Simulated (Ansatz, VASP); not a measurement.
# Two plane-wave programs on BAs

The input POSCAR:

```
BAs
1.0
    0.0000000000      2.2476645550      2.6971974660
    2.2476645550      0.0000000000      2.6971974660
    2.2476645550      2.2476645550      0.0000000000
B As
1 1
Direct
    0.0000000000      0.0000000000      0.0000000000
    0.7500000000      0.7500000000      0.7500000000
```

File INCAR.step1:

```
SYSTEM = BAs
PREC = Accurate
ENCUT = 520
ISMEAR = 0
SIGMA = 0.05
LREAL = .FALSE.
LASPH = .TRUE.
NELM = 60
NBANDS = 11
GGA = PE
ALGO = Normal
EDIFF = 1E-4
LWAVE = .TRUE.
LCHARG = .FALSE.
```

File INCAR.step2:

```
SYSTEM = BAs
PREC = Accurate
ENCUT = 520
EDIFF = 1E-7
ISMEAR = 0
SIGMA = 0.05
LREAL = .FALSE.
LASPH = .TRUE.
NELM = 60
ALGO = Normal
ISIF = 2
LWAVE = .FALSE.
LCHARG = .TRUE.
METAGGA = R2SCAN
LMIXTAU = .TRUE.
LELF = .TRUE.
LVHAR = .TRUE.
NBANDS = 11
ISTART = 1
```

Contents of KPOINTS:

```
Automatic mesh
0
G
  12 12 12
  0 0 0
```

Input for Ansatz:

```yaml
crystal:
  lattice:
    - [0.0, 2.247664555, 2.697197466]
    - [2.247664555, 0.0, 2.697197466]
    - [2.247664555, 2.247664555, 0.0]
  atoms:
    - { symbol: B, position: [0.0, 0.0, 0.0] }
    - { symbol: As, position: [0.75, 0.75, 0.75] }
basis:
  ecutwfc: 500
kpoints:
  mp_grid: { grid: [12, 12, 12] }
hamiltonian:
  xc: r2scan
scf:
  occupations: { method: gaussian, width: 0.05 }
output:
  forces: true
  stress: true
  eigenvalues: true
```

Alike in both runs: task single point; functional r2SCAN; k mesh 12 × 12 × 12; occupations gaussian, width 0.05 eV; no spin polarisation.

|  | VASP | Ansatz |
| --- | --- | --- |
| version | VASP 6.6.1 | Ansatz 0.2.0 |
| potentials or method | VASP PAW PBE potentials, release 64 (B, As), cutoff 520 eV | scalar-relativistic, plane waves, PAW |
| valence electrons in the cell | 8 | 18 |

```csv
,VASP,Ansatz,Ansatz less VASP
gap on the k mesh at the Fermi level (eV),none,none,-
pressure (GPa),1.1,0.9,-0.22
"traceless stress, the component that is largest in VASP (GPa)",-33.83,-33.86,-0.036
```

VASP's potentials were made for PBE, not for r2SCAN. A gap of «none» marks a metal or a gap that the smearing closes. VASP's potentials hold 8 valence electrons a cell and Ansatz's 18, so a difference there can come from the potentials and not from the codes.
